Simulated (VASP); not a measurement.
# Cs (P6_3/mmc) in VASP: relaxation of cell and atoms with PBEsol

Aim: the relaxation of cell and atoms of Cs with PBEsol.

All numbers are computed with VASP 6.6.1; they aren't measurements. Logs are shortened: lines on timing, memory, paths and dates and some standing lists are left out, and cuts for length are marked.

## Step 1: The cell of the first run

The structure is hexagonal, space group P6_3/mmc (No. 194). Conventional cell: a = 6.049 Å, b = 6.049 Å, c = 8.589 Å, α = 90.00°, β = 90.00°, γ = 120.00°. Cs (site symmetry -3m) has 8 Cs at 4.10 to 4.29 Å within 5.4 Å. Cs (site symmetry -6m2) has 12 Cs at 4.10 to 5.54 Å within 5.6 Å.

This isn't the form of Cs at room conditions, which is bcc.

## Step 2: Relaxation of cell and atoms, PBEsol, target pressure 1.8 GPa, at which the enthalpy is minimised

File INCAR:

```
  ALGO = Normal
  EDIFF = 1E-7
  EDIFFG = -0.005
  ENCUT = 600
  GGA = PS
  IBRION = 2
  ISIF = 3
  ISMEAR = -1
  LASPH = True
  LCHARG = False
  LREAL = False
  LWAVE = False
  NELM = 60
  NSW = 60
  PREC = Accurate
  PSTRESS = 18.0
  SIGMA = 0.08
```

File KPOINTS:

```
k-points
0
Gamma
  6 6 4
```

File POSCAR:

```
Cs
1.0
    6.0486695822      0.0000000000      0.0000000000
   -3.0243347911      5.2383015173      0.0000000000
    0.0000000000      0.0000000000      8.5891108067
Cs
4
Direct
    0.0000000000      0.0000000000      0.0000000000
    0.0000000000      0.0000000000      0.5000000000
    0.3333333333      0.6666666667      0.2500000000
    0.6666666667      0.3333333333      0.7500000000
```

Potentials or basis: VASP PAW PBE potentials, release 64 (Cs_sv).

The run is started by

```
$ cat potpaw_PBE.64/Cs_sv/POTCAR > POTCAR
$ mpirun -np 1 vasp_std > vasp.out
```

OUTCAR:

```text
EDIFF = 1E-7
   EDIFFG = -0.005
   ENCUT = 600
   GGA = PS
   IBRION = 2
   ISIF = 3
   ISMEAR = -1
   LASPH = True
   LREAL = False
   NELM = 60
   NSW = 60
   PREC = Accurate
   PSTRESS = 18.0

 ion  position               nearest neighbor table
   1  0.000  0.000  0.000-
   2  0.000  0.000  0.500-
   3  0.333  0.667  0.250-
   4  0.667  0.333  0.750-

  LATTYP: Found a hexagonal cell.
 ALAT       =     6.0486695822
 C/A-ratio  =     1.4200000000

  Lattice vectors:

 A1 = (   6.0486695822,   0.0000000000,   0.0000000000)
 A2 = (  -3.0243347911,   5.2383015173,   0.0000000000)
 A3 = (   0.0000000000,   0.0000000000,   8.5891108067)

Analysis of symmetry for initial positions (statically):
=====================================================================
 Subroutine PRICEL returns:
 Original cell was already a primitive cell.

 Routine SETGRP: Setting up the symmetry group for a
 hexagonal supercell.

 Subroutine GETGRP returns: Found 24 space group operations
 (whereof 12 operations were pure point group operations)
 out of a pool of 24 trial point group operations.

The static configuration has the point symmetry D_3d.
 The point group associated with its full space group is D_6h.

Analysis of symmetry for dynamics (positions and initial velocities):
=====================================================================
 Subroutine PRICEL returns:
 Original cell was already a primitive cell.

 Routine SETGRP: Setting up the symmetry group for a
 hexagonal supercell.

 Subroutine GETGRP returns: Found 24 space group operations
 (whereof 12 operations were pure point group operations)
 out of a pool of 24 trial point group operations.

The dynamic configuration has the point symmetry D_3d.
 The point group associated with its full space group is D_6h.

 Subroutine INISYM returns: Found 24 space group operations
 (whereof 12 operations are pure point group operations),
 and found     1 'primitive' translations

----------------------------------------------------------------------------------------

                                     Primitive cell

  volume of cell :     272.1439

  direct lattice vectors                    reciprocal lattice vectors
     6.048669582  0.000000000  0.000000000     0.165325612  0.095450787  0.000000000
    -3.024334791  5.238301517  0.000000000     0.000000000  0.190901573  0.000000000
     0.000000000  0.000000000  8.589110807     0.000000000  0.000000000  0.116426487

  length of vectors
     6.048669582  6.048669582  8.589110807     0.190901573  0.190901573  0.116426487

  position of ions in fractional coordinates (direct lattice)
     0.000000000  0.000000000  0.000000000
     0.000000000  0.000000000  0.500000000
     0.333333333  0.666666667  0.250000000
     0.666666667  0.333333333  0.750000000

  ion indices of the primitive-cell ions
   primitive index   ion index
                 1           1
                 2           2
                 3           3
                 4           4

----------------------------------------------------------------------------------------

 KPOINTS: k-points

Automatic generation of k-mesh.
 Grid dimensions read from file:
 generate k-points for:    6    6    4

 Generating k-lattice:

  Cartesian coordinates                     Fractional coordinates (reciprocal lattice)
     0.027554269  0.015908464  0.000000000     0.166666667 -0.000000000  0.000000000
     0.000000000  0.031816929  0.000000000     0.000000000  0.166666667  0.000000000
     0.000000000  0.000000000  0.029106622     0.000000000  0.000000000  0.250000000

  Length of vectors
     0.031816929  0.031816929  0.029106622

  Shift w.r.t. Gamma in fractional coordinates (k-lattice)
     0.000000000  0.000000000  0.000000000

 Subroutine IBZKPT returns following result:
 ===========================================

 Found     21 irreducible k-points:

 Following reciprocal coordinates:
            Coordinates               Weight
  0.000000  0.000000  0.000000      1.000000
  0.166667 -0.000000  0.000000      6.000000
  0.333333 -0.000000  0.000000      6.000000
  0.500000 -0.000000  0.000000      3.000000
  0.166667  0.166667  0.000000      6.000000
  0.333333  0.166667  0.000000     12.000000
[... 13 lines left out ...]
  0.333333  0.166667  0.500000     12.000000
  0.333333  0.333333  0.500000      2.000000
   k-points           NKPTS =     21   k-points in BZ     NKDIM =     21   number of bands    NBANDS=     22
   number of dos      NEDOS =    301   number of ions     NIONS =      4
   total plane-waves  NPLWV = 161280
   dimension x,y,z NGX =    48 NGY =   48 NGZ =   70
   dimension x,y,z NGXF=    96 NGYF=   96 NGZF=  140
   ions per type =               4
   NGX,Y,Z   is equivalent  to a cutoff of  13.19, 13.19, 13.55 a.u.
   NGXF,Y,Z  is equivalent  to a cutoff of  26.39, 26.39, 27.10 a.u.
 SYSTEM =  unknown system
   PREC   = accura    normal or accurate (medium, high low for compatibility)
   ISTART =      0    job   : 0-new  1-cont  2-samecut
   ICHARG =      2    charge: 1-file 2-atom 10-const
   ISPIN  =      1    spin polarized calculation?
   LNONCOLLINEAR =      F non collinear calculations
   LSORBIT =      F    spin-orbit coupling
   LASPH  =      T    aspherical Exc in radial PAW
   ENCUT  =  600.0 eV  44.10 Ry    6.64 a.u.  12.08 12.08 17.15*2*pi/ulx,y,z
   NELM   =     60;   NELMIN=  2; NELMDL= -5     # of ELM steps
   EDIFF  = 0.1E-06   stopping-criterion for ELM
   LREAL  =      F    real-space projection
   EDIFFG = -.5E-02   stopping-criterion for IOM
   NSW    =     60    number of steps for IOM
   IBRION =      2    ionic relax: 0-MD 1-quasi-New 2-CG
   NFREE  =      1    steps in history (QN), initial steepest desc. (CG)
   ISIF   =      3    stress and relaxation
   ISYM   =      2    0-nonsym 1-usesym 2-fastsym
   POTIM  = 0.5000    time-step for ionic-motion
   TEBEG  =    0.0;   TEEND  =   0.0 temperature during run
   PSTRESS=   18.0 pullay stress
   NELECT =      36.0000    total number of electrons
   NUPDOWN=      -1.0000    fix difference up-down
   EMIN   =  10.00;   EMAX   =-10.00  energy-range for DOS
   EFERMI =   0.00;   METHOD = LEGACY
   ISMEAR =    -1;   SIGMA  =   0.08  broadening in eV -4-tet -1-fermi 0-gaus
   EFERMI_NEDOS =   21; number of points for ismear=-14 and -15
   IALGO  =     38    algorithm
   IMIX   =      4    mixing-type and parameters
     AMIX     =   0.40;   BMIX     =  1.00
     AMIX_MAG =   1.60;   BMIX_MAG =  1.00
  volume/ion in A,a.u.               =      68.04       459.13
  Fermi-wavevector in a.u.,A,eV,Ry     =   0.834147  1.576310  9.466960  0.695802
  Thomas-Fermi vector in A             =   1.947490
   LORBIT       =      0    0 simple, 1 ext, 2 COOP (PROOUT), +10 PAW based schemes
   GGA     = PS    functional components
   LHFCALC =     F    Hartree Fock is set to
   AEXX    =    0.0000 exact exchange contribution
   IVDW    =     0    specifies the selected vdW correction
   LEPSILON=     F    determine dielectric tensor
   LRPA    =     F    only Hartree local field effects (RPA)
 conjugate gradient relaxation of ions
 non-spin polarized calculation
  energy-cutoff  :      600.00
  volume of cell :      272.14
 maximum number of plane-waves:      9100
   NGX = 25   NGY = 25   NGZ = 35

--------------------------------------- Ionic step        1  -------------------------------------------

 number of electron      36.0000006 magnetization

 Free energy of the ion-electron system (eV)
  ---------------------------------------------------
  ext. energy  EPLUGINS =         0.00000000
  ---------------------------------------------------
  free energy    TOTEN  =        -2.46741957 eV

  energy without entropy =       -2.36086383  energy(sigma->0) =       -2.41414170

------------------------ aborting loop because EDIFF is reached ----------------------------------------

  FORCE on cell =-STRESS in cart. coord.  units (eV):
  Direction    XX          YY          ZZ          XY          YZ          ZX
  --------------------------------------------------------------------------------------
  -------------------------------------------------------------------------------------
  Total        2.5427721      2.5427721      3.0870261      0.0000000     -0.0000000      0.0000000
  in kB       14.9699193     14.9699193     18.1740756      0.0000000     -0.0000000      0.0000000
  external PRESSURE =      -1.9620286 kB  Pullay stress =      18.0000000 kB
[... 99 lines left out ...]
  FREE ENERGIE OF THE ION-ELECTRON SYSTEM (eV)
  ---------------------------------------------------
  free  energy   TOTEN  =        -2.3425699060 eV

  energy  without entropy=       -2.2347146465  energy(sigma->0) =       -2.28864228

  enthalpy is  TOTEN    =         0.5739500675 eV   P V=        2.9165199734

[... ionic steps 4 to 26 ...]

--------------------------------------- Ionic step       27  -------------------------------------------

 number of electron      36.0000022 magnetization

------------------------ aborting loop because EDIFF is reached ----------------------------------------

  FORCE on cell =-STRESS in cart. coord.  units (eV):
  Direction    XX          YY          ZZ          XY          YZ          ZX
  --------------------------------------------------------------------------------------
  -------------------------------------------------------------------------------------
  Total        3.0330269      3.0330269      2.9612231      0.0000000      0.0000000      0.0000000
  in kB       17.9101528     17.9101528     17.4861483      0.0000000      0.0000000      0.0000000
  external PRESSURE =      -0.2311820 kB  Pullay stress =      18.0000000 kB
[... 65 lines left out ...]
  enthalpy is  TOTEN    =        -0.0150488030 eV   P V=        3.0405664984

--------------------------------------- Ionic step       29  -------------------------------------------

 number of electron      36.0000032 magnetization

 Free energy of the ion-electron system (eV)
  ---------------------------------------------------
  ext. energy  EPLUGINS =         0.00000000
  ---------------------------------------------------
  free energy    TOTEN  =        -3.05913597 eV

  energy without entropy =       -2.90874402  energy(sigma->0) =       -2.98393999

 E-fermi :   2.0462     XC(G=0):  -7.0701

 val. band max:        2.0272365985   @ k =   0.3333   0.1667   0.2500
 cond. band min:       2.0613041294   @ k =   0.3333   0.1667   0.0000
 fundamental gap:      0.0340675308
 Fermi energy:         2.0462287485

 k-point     1 :       0.0000    0.0000    0.0000
  band No.  band energies     occupation
      1     -21.6501      2.00000
      2     -21.6200      2.00000
      3     -21.6135      2.00000
      4     -21.5831      2.00000
      5      -8.8544      2.00000
      6      -8.5185      2.00000
[... 545 lines left out ...]
  FREE ENERGIE OF THE ION-ELECTRON SYSTEM (eV)
  ---------------------------------------------------
  free  energy   TOTEN  =        -3.0591359666 eV

  energy  without entropy=       -2.9087440186  energy(sigma->0) =       -2.98393999

  enthalpy is  TOTEN    =        -0.0151513108 eV   P V=        3.0439846558

 reached required accuracy - stopping structural energy minimisation
```

It took 27 min on 1 thread of AMD EPYC 9R45 (Zen 5), shared host; peak memory 0.46 GiB.

Results:

| Quantity | Value |
| --- | --- |
| Free energy | -3.0591 eV |
| Relaxed volume | 67.74 Å³/atom |
| Relaxed cell | a = 4.582 Å, b = 4.582 Å, c = 14.904 Å, α = 90.00°, β = 90.00°, γ = 120.00° |
| Space group after relaxing (to 0.1 Å) | P6_3/mmc (No. 194) |
| Energy change on relaxing (the run minimises the enthalpy) | -147.9 meV/atom |
| Ionic steps | 29 |
| Pressure after relaxing | 1.8 GPa |
| Band gap on the k mesh | zero (bands 18 and 19 overlap by 1.74 eV) |

Step by step:
```tsv
step	energy change (eV)	largest force (eV/Å)	pressure (GPa)	volume (Å³)
1	0.0000	0.0000	1.60	272.14
2	0.0309	0.0000	1.66	268.87
3	0.1248	0.0000	1.81	259.60
4	0.3354	0.0000	2.12	241.51
5	0.1890	0.0000	1.91	253.75
6	0.1785	0.0000	1.90	254.28
7	0.1499	0.0000	1.89	255.63
8	0.1006	0.0000	1.88	257.36
9	0.0016	0.0000	1.96	257.10
10	-0.1286	0.0000	2.43	243.59
11	2.6198	0.0000	5.59	179.63
12	-0.1030	0.0000	2.62	237.65
13	0.4103	0.0000	3.37	214.63
14	-0.0102	0.0000	2.85	230.13
15	0.0563	0.0000	2.96	226.66
16	0.0502	0.0000	2.95	227.08
17	0.0344	0.0000	2.90	228.32
18	0.0274	0.0000	2.89	228.69
19	0.0066	0.0000	2.86	229.81
20	-0.0344	0.0000	2.78	232.07
21	-0.1139	0.0000	2.64	236.63
22	-0.2628	0.0000	2.37	245.90
23	-0.5232	0.0000	1.91	265.12
24	-0.5902	0.0000	1.78	270.87
25	-0.6002	0.0000	1.77	271.77
26	-0.5992	0.0000	1.77	271.66
27	-0.5958	0.0000	1.78	271.32
28	-0.5882	0.0000	1.80	270.64
29	-0.5917	0.0000	1.79	270.94
```

Final structure:
```cif
data_structure
_symmetry_space_group_name_H-M 'P 1'
_symmetry_Int_Tables_number 1
_cell_length_a 4.5817
_cell_length_b 4.5817
_cell_length_c 14.9037
_cell_angle_alpha 90.000
_cell_angle_beta 90.000
_cell_angle_gamma 120.000
_cell_volume 270.94
loop_
_atom_site_label
_atom_site_type_symbol
_atom_site_fract_x
_atom_site_fract_y
_atom_site_fract_z
_atom_site_occupancy
Cs1 Cs 0.00000 0.00000 0.00000 1
Cs2 Cs 0.00000 0.00000 0.50000 1
Cs3 Cs 0.33333 0.66667 0.25000 1
Cs4 Cs 0.66667 0.33333 0.75000 1
```

Levels at points of the mesh, in eV from the Fermi level:
```csv
k point,band 15,band 16,band 17,band 18,band 19,band 20,band 21,band 22
"(0.00, 0.00, 0.00)",-10.18,-10.18,-2.15,-1.14,-1.14,-0.30,1.76,1.79
"(0.50, 0.00, 0.00)",-10.29,-10.27,-0.30,-0.29,0.11,0.25,0.86,0.87
"(0.00, 0.00, 0.50)",-10.20,-10.20,-1.86,-1.86,-0.49,-0.49,1.61,1.61
"(0.50, 0.00, 0.50)",-10.30,-10.30,-0.11,-0.11,-0.06,-0.06,0.68,0.68
```

Caveat: the cell is relaxed towards a set pressure, so the run minimises the enthalpy, not the energy; a cell axis changed by over 15 % at a fixed basis, so the end point is rough; the PAW data sets were made with another functional, which shifts forces and pressure a little; spin-orbit coupling is left out, which moves the levels of the heavy elements.

The gap in the log of VASP goes by the Fermi energy; the results here count the filled bands.